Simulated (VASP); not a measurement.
Input of a VASP 6.6.1 run:

The input INCAR:

```
PREC = Accurate ; ENCUT = 520
EDIFF = 1E-7 ; ISMEAR = 0
SIGMA = 0.1 ; LREAL = False
LASPH = True ; NELM = 80
ALGO = Normal ; ISIF = 2
LWAVE = False ; LCHARG = False
NBANDS = 13
```

The input KPOINTS:

```
regular mesh
0
Gamma
  18 18 18
```

File POSCAR:

```
Mo
1.0
   -1.5555908436      1.5555908436      1.5555908436
    1.5555908436     -1.5555908436      1.5555908436
    1.5555908436      1.5555908436     -1.5555908436
Mo
1
Direct
    0.0000000000      0.0000000000      0.0000000000
```

Potentials or basis: VASP PAW LDA potentials, release 64 (Mo_sv).

Command:

```console
$ cat potpaw_LDA.64/Mo_sv/POTCAR > POTCAR
$ mpirun -np 1 vasp_std > vasp.out
```

Question: Predict the band gap on the k mesh.

Answer: Zero (bands 7 and 8 overlap by 5.68 eV).

Question: What does it give for the pressure?

Answer: 1.3 GPa.
